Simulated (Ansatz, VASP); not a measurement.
**Two plane-wave programs on Fe3Ge**

```
Fe Ge
1.0
     3.66050    0.00000    0.00000
     0.00000    3.66050    0.00000
     0.00000    0.00000    3.66050
Fe Ge
3 1
Cartesian
  0.0000 1.8303 1.8303
  1.8303 0.0000 1.8303
  1.8303 1.8303 0.0000
  0.0000 0.0000 0.0000
```

Alike in both runs: task single point; functional r2SCAN; k mesh 4 × 4 × 4; occupations methfessel-paxton of order 1, width 0.5 eV; collinear spin.

|  | VASP | Ansatz |
| --- | --- | --- |
| version | VASP 6.6.1 | Ansatz 0.2.0 |
| potentials or method | VASP PAW PBE potentials, release 64 (Fe, Ge_d) | plane waves |
| plane-wave cutoff (eV) | 660 | 1230 |
| valence electrons in the cell | 38 | 62 |

```tsv
	VASP	Ansatz	Ansatz less VASP
pressure (GPa)	-0.2	-0.6	-0.42
net moment per atom (μB)	1.93	1.97	+0.040
size of the moment on the site where the two differ most (μB)	2.68	2.78	+0.100
```

VASP's potentials were made for PBE, not for r2SCAN. Site moments also hang on the region over which each program counts them. VASP's potentials hold 38 valence electrons a cell and Ansatz's 62, so a difference there can come from the potentials and not from the codes. Ansatz's warnings: pbe made norm conserving files, stability check not made.

The k mesh is coarse, so the values compare programs but aren't converged.
